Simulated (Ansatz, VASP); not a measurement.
# One calculation of CaO, two programs

INCAR

```
PREC = Accurate
ENCUT = 520
EDIFF = 1E-6
ISMEAR = 0
SIGMA = 0.05
LREAL = F
LASPH = T
NELM = 100
ALGO = Normal
ISIF = 2
LWAVE = F
LCHARG = F
NBANDS = 24
```

File KPOINTS:

```
regular mesh
0
Gamma
  9 9 6
```

POSCAR

```
CaO
1.0
    3.9720159454      0.0000000000      0.0000000000
   -1.9860079727      3.4571524753      0.0000000000
    0.0000000000      0.0000000000      4.7848400100
Ca O
2 2
Direct
    0.3333333333      0.6666666667      0.7500000000
    0.6666666667      0.3333333333      0.2500000000
    0.3333333333      0.6666666667      0.2500000000
    0.6666666667      0.3333333333      0.7500000000
```

Input for Ansatz:

```yaml
crystal:
  lattice:
    - [3.9720159454, 0.0, 0.0]
    - [-1.9860079727, 3.4571524753, 0.0]
    - [0.0, 0.0, 4.78484001]
  atoms:
    - { symbol: Ca, position: [0.3333333333, 0.6666666667, 0.75] }
    - { symbol: Ca, position: [0.6666666667, 0.3333333333, 0.25] }
    - { symbol: O, position: [0.3333333333, 0.6666666667, 0.25] }
    - { symbol: O, position: [0.6666666667, 0.3333333333, 0.75] }
basis:
  ecutwfc: 420
kpoints:
  mp_grid: { grid: [9, 9, 6] }
hamiltonian:
  xc: lda
scf:
  occupations: { method: gaussian, width: 0.05 }
output:
  forces: true
  stress: true
  eigenvalues: true
```

Change from the starting cell: strain -0.0050 x Voigt [1, 0, 0, 0, 0, 0], atoms carried along.

Alike in both runs: task single point; functional LDA; k mesh 9 × 9 × 6; occupations gaussian, width 0.05 eV; no spin polarisation.

```csv
,VASP,Ansatz
version,VASP 6.6.1,Ansatz 0.2.0
potentials or method,"VASP PAW LDA potentials, release 64 (Ca_sv, O), cutoff 520 eV","scalar-relativistic, plane waves, PAW"
valence electrons in the cell,32,32
```

VASP gave:

| Quantity | Value |
| --- | --- |
| gap on the k mesh at the Fermi level (eV) | 3.02 |
| least direct gap on the mesh (eV) | 3.02 |
| pressure (GPa) | -4.7 |
| traceless stress, the component that is largest in VASP (GPa) | -0.67 |
| rms of the force components (eV/Å) | 0.014 |

Task: What did Ansatz give for the same quantities?

Result: gap on the k mesh at the Fermi level (eV): 3.03; least direct gap on the mesh (eV): 3.03; pressure (GPa): -5.4; traceless stress, the component that is largest in VASP (GPa): -0.69; rms of the force components (eV/Å): 0.013.

LDA's correlation is that of Perdew and Zunger in VASP and of Perdew and Wang (1992) in Ansatz. Atom by atom the forces differ by 0.001 eV/Å (rms over components).
